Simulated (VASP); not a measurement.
A run of VASP 6.6.1 is set up as follows.

Contents of INCAR:

```
PREC = Accurate
ENCUT = 520
EDIFF = 1E-7
ISMEAR = -1
SIGMA = 0.05
LREAL = F
LASPH = T
NELM = 60
ALGO = Normal
ISIF = 2
LWAVE = F
LCHARG = F
GGA = PS
NBANDS = 34
```

File KPOINTS:

```
Automatic mesh
0
Gamma
  6 6 6
```

POSCAR

```
Ti3InC
1.0
    4.3456244584      0.0000000000      0.0000000000
    0.0000000000      4.3456244584      0.0000000000
    0.0000000000      0.0000000000      4.3456244584
Ti In C
3 1 1
Direct
    0.5000000000      0.5000000000      0.0000000000
    0.5000000000      0.0000000000      0.5000000000
    0.0000000000      0.5000000000      0.5000000000
    0.0000000000      0.0000000000      0.0000000000
    0.5000000000      0.5000000000      0.5000000000
```

Potentials or basis: VASP PAW PBE potentials, release 64 (Ti_sv, In_d, C).

Launch:

```sh
$ cat potpaw_PBE.64/Ti_sv/POTCAR potpaw_PBE.64/In_d/POTCAR potpaw_PBE.64/C/POTCAR > POTCAR
$ mpirun -np 1 vasp_std > vasp.out
```

Question: Predict the pressure.

Answer: -13.1 GPa.

Caveat: the PAW data sets were made with another functional, which shifts forces and pressure a little.
